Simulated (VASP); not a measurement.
# KF (F-43m) in VASP: notebook

Aim: see how the results for KF move with the level of theory and the settings. Levels: LDA, PBEsol. Tasks: single point.

Program: VASP 6.6.1. These are calculated values, not measurements. Logs are shortened: lines on timing, memory, paths and dates and some standing lists are left out, and cuts for length are marked.

## Step 1: The cell of the first run

It takes space group F-43m (No. 216, cubic). Conventional cell: a = 5.698 Å, b = 5.698 Å, c = 5.698 Å, α = 90.00°, β = 90.00°, γ = 90.00°. K (site symmetry -43m) has 4 F at 2.47 Å within 3.3 Å. F (site symmetry -43m) has 4 K at 2.47 Å within 3.3 Å.

## Step 2: Single point, LDA

File INCAR:

```
SYSTEM = KF
PREC = Accurate
ENCUT = 520
EDIFF = 1E-6
ISMEAR = -1
SIGMA = 0.02
LREAL = .False.
LASPH = .True.
NELM = 60
ALGO = Normal
ISIF = 2
LWAVE = .False.
LCHARG = .True.
LELF = .True.
LVHAR = .True.
NBANDS = 15
```

File KPOINTS:

```
Automatic mesh
0
Gamma
  6 6 6
  0 0 0
```

File POSCAR:

```
KF
1.0
    0.0000000000      2.8490673184      2.8490673184
    2.8490673184      0.0000000000      2.8490673184
    2.8490673184      2.8490673184      0.0000000000
K F
1 1
Direct
    0.0000000000      0.0000000000      0.0000000000
    0.2500000000      0.2500000000      0.2500000000
```

Potentials or basis: VASP PAW LDA potentials, release 64 (K_sv, F).

Launch:

```bash
cat potpaw_LDA.64/K_sv/POTCAR potpaw_LDA.64/F/POTCAR > POTCAR
mpirun -np 1 vasp_std > vasp.out
```

OUTCAR:

```text
SYSTEM = KF
   PREC = Accurate
   ENCUT = 520
   EDIFF = 1E-6
   ISMEAR = -1
   LREAL = .False.
   LASPH = .True.
   NELM = 60
   ISIF = 2

 ion  position               nearest neighbor table
   1  0.000  0.000  0.000-   2 2.47   2 2.47   2 2.47   2 2.47
   2  0.250  0.250  0.250-   1 2.47   1 2.47   1 2.47   1 2.47

  LATTYP: Found a face centered cubic cell.
 ALAT       =     5.6981346368

  Lattice vectors:

 A1 = (   0.0000000000,   2.8490673184,   2.8490673184)
 A2 = (   2.8490673184,   0.0000000000,   2.8490673184)
 A3 = (   2.8490673184,   2.8490673184,   0.0000000000)

Analysis of symmetry for initial positions (statically):
=====================================================================
 Subroutine PRICEL returns:
 Original cell was already a primitive cell.

 Routine SETGRP: Setting up the symmetry group for a
 face centered cubic supercell.

 Subroutine GETGRP returns: Found 24 space group operations
 (whereof 24 operations were pure point group operations)
 out of a pool of 48 trial point group operations.

The static configuration has the point symmetry T_d .

Analysis of symmetry for dynamics (positions and initial velocities):
=====================================================================
 Subroutine PRICEL returns:
 Original cell was already a primitive cell.

 Routine SETGRP: Setting up the symmetry group for a
 face centered cubic supercell.

 Subroutine GETGRP returns: Found 24 space group operations
 (whereof 24 operations were pure point group operations)
 out of a pool of 48 trial point group operations.

The dynamic configuration has the point symmetry T_d .

 Subroutine INISYM returns: Found 24 space group operations
 (whereof 24 operations are pure point group operations),
 and found     1 'primitive' translations

----------------------------------------------------------------------------------------

                                     Primitive cell

  volume of cell :      46.2528

  direct lattice vectors                    reciprocal lattice vectors
     0.000000000  2.849067318  2.849067318    -0.175496029  0.175496029  0.175496029
     2.849067318  0.000000000  2.849067318     0.175496029 -0.175496029  0.175496029
     2.849067318  2.849067318  0.000000000     0.175496029  0.175496029 -0.175496029

  length of vectors
     4.029189642  4.029189642  4.029189642     0.303968038  0.303968038  0.303968038

  position of ions in fractional coordinates (direct lattice)
     0.000000000  0.000000000  0.000000000
     0.250000000  0.250000000  0.250000000

  ion indices of the primitive-cell ions
   primitive index   ion index
                 1           1
                 2           2

----------------------------------------------------------------------------------------

 KPOINTS: Automatic mesh

Automatic generation of k-mesh.
 Grid dimensions read from file:
 generate k-points for:    6    6    6

 Generating k-lattice:

  Cartesian coordinates                     Fractional coordinates (reciprocal lattice)
    -0.029249338  0.029249338  0.029249338     0.166666667  0.000000000  0.000000000
     0.029249338 -0.029249338  0.029249338     0.000000000  0.166666667  0.000000000
     0.029249338  0.029249338 -0.029249338     0.000000000  0.000000000  0.166666667

  Length of vectors
     0.050661340  0.050661340  0.050661340

  Shift w.r.t. Gamma in fractional coordinates (k-lattice)
     0.000000000  0.000000000  0.000000000

 Subroutine IBZKPT returns following result:
 ===========================================

 Found     16 irreducible k-points:

 Following reciprocal coordinates:
            Coordinates               Weight
  0.000000  0.000000  0.000000      1.000000
  0.166667  0.000000  0.000000      8.000000
  0.333333  0.000000  0.000000      8.000000
  0.500000  0.000000  0.000000      4.000000
  0.166667  0.166667  0.000000      6.000000
  0.333333  0.166667  0.000000     24.000000
[... 8 lines left out ...]
 -0.333333  0.333333  0.166667     24.000000
 -0.333333  0.500000  0.166667     12.000000
   k-points           NKPTS =     16   k-points in BZ     NKDIM =     16   number of bands    NBANDS=     15
   number of dos      NEDOS =    301   number of ions     NIONS =      2
   total plane-waves  NPLWV =  27000
   dimension x,y,z NGX =    30 NGY =   30 NGZ =   30
   dimension x,y,z NGXF=    60 NGYF=   60 NGZF=   60
   ions per type =               1   1
   NGX,Y,Z   is equivalent  to a cutoff of  12.38, 12.38, 12.38 a.u.
   NGXF,Y,Z  is equivalent  to a cutoff of  24.76, 24.76, 24.76 a.u.
 SYSTEM =  KF
   PREC   = accura    normal or accurate (medium, high low for compatibility)
   ISTART =      0    job   : 0-new  1-cont  2-samecut
   ICHARG =      2    charge: 1-file 2-atom 10-const
   ISPIN  =      1    spin polarized calculation?
   LNONCOLLINEAR =      F non collinear calculations
   LSORBIT =      F    spin-orbit coupling
   LASPH  =      T    aspherical Exc in radial PAW
   ENCUT  =  520.0 eV  38.22 Ry    6.18 a.u.   7.49  7.49  7.49*2*pi/ulx,y,z
   NELM   =     60;   NELMIN=  2; NELMDL= -5     # of ELM steps
   EDIFF  = 0.1E-05   stopping-criterion for ELM
   LREAL  =      F    real-space projection
   EDIFFG = 0.1E-04   stopping-criterion for IOM
   NSW    =      0    number of steps for IOM
   IBRION =     -1    ionic relax: 0-MD 1-quasi-New 2-CG
   NFREE  =      0    steps in history (QN), initial steepest desc. (CG)
   ISIF   =      2    stress and relaxation
   ISYM   =      2    0-nonsym 1-usesym 2-fastsym
   POTIM  = 0.5000    time-step for ionic-motion
   TEBEG  =    0.0;   TEEND  =   0.0 temperature during run
   PSTRESS=    0.0 pullay stress
   NELECT =      16.0000    total number of electrons
   NUPDOWN=      -1.0000    fix difference up-down
   EMIN   =  10.00;   EMAX   =-10.00  energy-range for DOS
   EFERMI =   0.00;   METHOD = LEGACY
   ISMEAR =    -1;   SIGMA  =   0.02  broadening in eV -4-tet -1-fermi 0-gaus
   EFERMI_NEDOS =   21; number of points for ismear=-14 and -15
   IALGO  =     38    algorithm
   IMIX   =      4    mixing-type and parameters
     AMIX     =   0.40;   BMIX     =  1.00
     AMIX_MAG =   1.60;   BMIX_MAG =  1.00
  volume/ion in A,a.u.               =      23.13       156.06
  Fermi-wavevector in a.u.,A,eV,Ry     =   1.149217  2.171706 17.969217  1.320700
  Thomas-Fermi vector in A             =   2.285888
   LORBIT       =      0    0 simple, 1 ext, 2 COOP (PROOUT), +10 PAW based schemes
   GGA     = CA    functional components
   LHFCALC =     F    Hartree Fock is set to
   AEXX    =    0.0000 exact exchange contribution
   IVDW    =     0    specifies the selected vdW correction
   LEPSILON=     F    determine dielectric tensor
   LRPA    =     F    only Hartree local field effects (RPA)
 non-spin polarized calculation
  energy-cutoff  :      520.00
  volume of cell :       46.25
 maximum number of plane-waves:      1267
 NGX is ok and might be reduce to    30
   NGX = 15   NGY = 15   NGZ = 15

 number of electron      16.0000010 magnetization

 Free energy of the ion-electron system (eV)
  ---------------------------------------------------
  ext. energy  EPLUGINS =         0.00000000
  ---------------------------------------------------
  free energy    TOTEN  =        -8.77847210 eV

  energy without entropy =       -8.77847210  energy(sigma->0) =       -8.77847210

 E-fermi :  -3.3290     XC(G=0):  -8.0049

 val. band max:       -3.8588196107   @ k =  -0.3333   0.5000   0.1667
 cond. band min:       1.2677490461   @ k =   0.0000   0.0000   0.0000
 fundamental gap:      5.1265686568
 Fermi energy:        -3.3290144554

 k-point     1 :       0.0000    0.0000    0.0000
  band No.  band energies     occupation
      1     -29.3328      2.00000
      2     -22.0090      2.00000
      3     -12.9358      2.00000
      4     -12.9358      2.00000
      5     -12.9358      2.00000
      6      -4.1676      2.00000
      7      -4.1676      2.00000
      8      -4.1676      2.00000
      9       1.2677      0.00000
     10       8.1504      0.00000
     11       8.1504      0.00000
     12       8.3806      0.00000
     13       8.3806      0.00000
     14       8.3806      0.00000
     15      13.5380      0.00000

 k-point     2 :       0.1667    0.0000    0.0000
  band No.  band energies     occupation
      1     -29.3150      2.00000
      2     -22.0435      2.00000
      3     -12.9733      2.00000
      4     -12.9541      2.00000
      5     -12.9541      2.00000
      6      -4.2105      2.00000
      7      -4.1331      2.00000
      8      -4.1331      2.00000
      9       1.8560      0.00000
     10       7.6577      0.00000
     11       7.6577      0.00000
     12       7.8658      0.00000
     13       8.8665      0.00000
     14       8.8665      0.00000
     15      11.8732      0.00000

 k-point     3 :       0.3333    0.0000    0.0000
  band No.  band energies     occupation
      1     -29.2789      2.00000
      2     -22.1119      2.00000
      3     -13.0537      2.00000
      4     -12.9902      2.00000
      5     -12.9902      2.00000
      6      -4.2123      2.00000
      7      -4.0676      2.00000
      8      -4.0676      2.00000
      9       3.1695      0.00000
     10       6.6389      0.00000
     11       7.3063      0.00000
     12       7.3063      0.00000
     13       9.3327      0.00000
     14       9.3327      0.00000
     15      10.8018      0.00000
[... 199 lines left out ...]
 k-point    15 :      -0.3333    0.3333    0.1667
  band No.  band energies     occupation
      1     -29.2427      2.00000
      2     -22.1787      2.00000
      3     -13.2225      2.00000
      4     -13.0844      2.00000
      5     -12.8724      2.00000
      6      -4.1986      2.00000
      7      -4.0625      2.00000
      8      -3.9070      2.00000
      9       4.2942      0.00000
     10       5.0939      0.00000
     11       7.5337      0.00000
     12       8.2444      0.00000
     13       9.4391      0.00000
     14      10.2587      0.00000
     15      10.8508      0.00000

 k-point    16 :      -0.3333    0.5000    0.1667
  band No.  band energies     occupation
      1     -29.2368      2.00000
      2     -22.1899      2.00000
      3     -13.2009      2.00000
      4     -13.1287      2.00000
      5     -12.8706      2.00000
      6      -4.3015      2.00000
      7      -3.9854      2.00000
      8      -3.8588      2.00000
      9       4.4152      0.00000
     10       4.6866      0.00000
     11       8.1888      0.00000
     12       8.7540      0.00000
     13       9.8094      0.00000
     14      10.1244      0.00000
     15      10.6625      0.00000

------------------------ aborting loop because EDIFF is reached ----------------------------------------

  FORCE on cell =-STRESS in cart. coord.  units (eV):
  Direction    XX          YY          ZZ          XY          YZ          ZX
  --------------------------------------------------------------------------------------
  -------------------------------------------------------------------------------------
  Total        0.0454214      0.0454214      0.0454214     -0.0000000     -0.0000000      0.0000000
  in kB        1.5733793      1.5733793      1.5733793     -0.0000000     -0.0000000      0.0000000
  external PRESSURE =       1.5733793 kB  Pullay stress =       0.0000000 kB

 VOLUME and BASIS-vectors are now :
 -----------------------------------------------------------------------------
  energy-cutoff  :      520.00
  volume of cell :       46.25
      direct lattice vectors                 reciprocal lattice vectors
     0.000000000  2.849067318  2.849067318    -0.175496029  0.175496029  0.175496029
     2.849067318  0.000000000  2.849067318     0.175496029 -0.175496029  0.175496029
     2.849067318  2.849067318  0.000000000     0.175496029  0.175496029 -0.175496029

 POSITION                                       TOTAL-FORCE (eV/Angst)
 -----------------------------------------------------------------------------------
      0.00000      0.00000      0.00000         0.000000      0.000000      0.000000
      1.42453      1.42453      1.42453        -0.000000     -0.000000     -0.000000
 -----------------------------------------------------------------------------------
    total drift:                                0.000000      0.000000      0.000000

  FREE ENERGIE OF THE ION-ELECTRON SYSTEM (eV)
  ---------------------------------------------------
  free  energy   TOTEN  =        -8.7784720968 eV

  energy  without entropy=       -8.7784720968  energy(sigma->0) =       -8.77847210
```

Wall time 16 s (1 thread of Intel Xeon 8259CL, shared host); peak memory 0.15 GiB.

Results:

- Free energy: -8.7785 eV
- Pressure: 0.2 GPa
- Band gap on the k mesh: 5.13 eV (least direct gap 5.44 eV)

Caveat: the structure was generated, so it needn't be the stable form of KF. A k mesh can miss the band edges.

## Step 3: Single point, PBEsol

This run uses another cell than the first one, of 24.98 Å³/atom.

File INCAR:

```
PREC = Accurate
ENCUT = 520
EDIFF = 1E-6
ISMEAR = -1
SIGMA = 0.02
LREAL = False
LASPH = True
NELM = 60
ALGO = Normal
ISIF = 2
LWAVE = False
LCHARG = True
GGA = PS
LELF = True
LVHAR = True
NBANDS = 15
```

File KPOINTS:

```
regular mesh
0
Gamma
  6 6 6
```

File POSCAR:

```
KF
1.0
    0.0000000000      2.9233613798      2.9233613798
    2.9233613798      0.0000000000      2.9233613798
    2.9233613798      2.9233613798      0.0000000000
K F
1 1
Direct
    0.0000000000      0.0000000000      0.0000000000
    0.2500000000      0.2500000000      0.2500000000
```

Potentials or basis: VASP PAW PBE potentials, release 64 (K_sv, F).

Launch:

```bash
cat potpaw_PBE.64/K_sv/POTCAR potpaw_PBE.64/F/POTCAR > POTCAR
mpirun -np 1 vasp_std > vasp.out
```

It took 18 s on 1 thread of Intel Xeon 8259CL, shared host; peak memory 0.17 GiB.

Results (log left out):

| Quantity | Value |
| --- | --- |
| Free energy | -8.3225 eV |
| Pressure | 0.0 GPa |
| Band gap on the k mesh | 5.24 eV (least direct gap 5.47 eV) |

Levels at points of the mesh, in eV from the valence-band top:
```csv
k point,band 6,band 7,band 8,band 9,band 10,band 11
"(0.00, 0.00, 0.00)",-0.23,-0.23,-0.23,5.24,11.80,11.80
"(0.50, 0.00, 0.00)",-0.28,-0.13,-0.13,8.12,9.29,10.95
"(0.50, 0.50, 0.00)",-0.47,0.00,0.00,8.37,8.43,12.39
```

Caveat: the structure was generated, so it needn't be the stable form of KF; the PAW data sets were made with another functional, which shifts forces and pressure a little. A k mesh can miss the band edges.
